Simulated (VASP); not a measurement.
Write the native input for VASP 6.6.1 that does the following.

```
Task                   : single point
Functional             : PBE
Potentials or basis    : VASP PAW PBE potentials, release 64 (Mn_pv, Cu)
Cutoff                 : 520 eV
k mesh                 : 18 × 18 × 4
Occupations            : gaussian, width 0.1 eV
Spin                   : no spin polarisation
Dipole correction      : no
Further INCAR settings : ALGO = Fast; EDIFF = 1e-06; NBANDS = 44
```

The structure of MnCu2 lies in POSCAR:

```
MnCu2
1.0
    2.5295440190      0.0000000000      0.0000000000
   -1.2647720095      2.1906493804      0.0000000000
    0.0000000000      0.0000000000     12.5018056283
Mn Cu
2 4
Direct
    0.3333333333      0.6666666667      0.4269215480
    0.6666666667      0.3333333333      0.5730784520
    0.3333333333      0.6666666667      0.7449086809
    0.3333333333      0.6666666667      0.0849176024
    0.6666666667      0.3333333333      0.9150823976
    0.6666666667      0.3333333333      0.2550913191
```

The input as run:

INCAR

```
ALGO = Fast ; EDIFF = 1E-6
ENCUT = 520 ; GGA = PE
ISIF = 2 ; ISMEAR = 0
LASPH = T ; LCHARG = F
LREAL = F ; LWAVE = F
NBANDS = 44 ; NELM = 80
PREC = Accurate ; SIGMA = 0.1
```

KPOINTS

```
k-points
0
Gamma
  18 18 4
```

Potentials or basis: VASP PAW PBE potentials, release 64 (Mn_pv, Cu).

Run with:

```sh
$ cat potpaw_PBE.64/Mn_pv/POTCAR potpaw_PBE.64/Cu/POTCAR > POTCAR
$ mpirun -np 1 vasp_std > vasp.out
```

Results of the run:

| Quantity | Value |
| --- | --- |
| Pressure | 0.3 GPa |
| Largest force | 0.003 eV/Å |
| Band gap on the k mesh | zero (band 35 reaches 9.54 eV, above the bottom of band 36 at 7.49 eV) |

Run time: 6.4 min on 1 thread of Intel(R) Xeon(R) Platinum 8559C (Emerald Rapids), with other jobs on the host, peak memory 0.43 GiB.
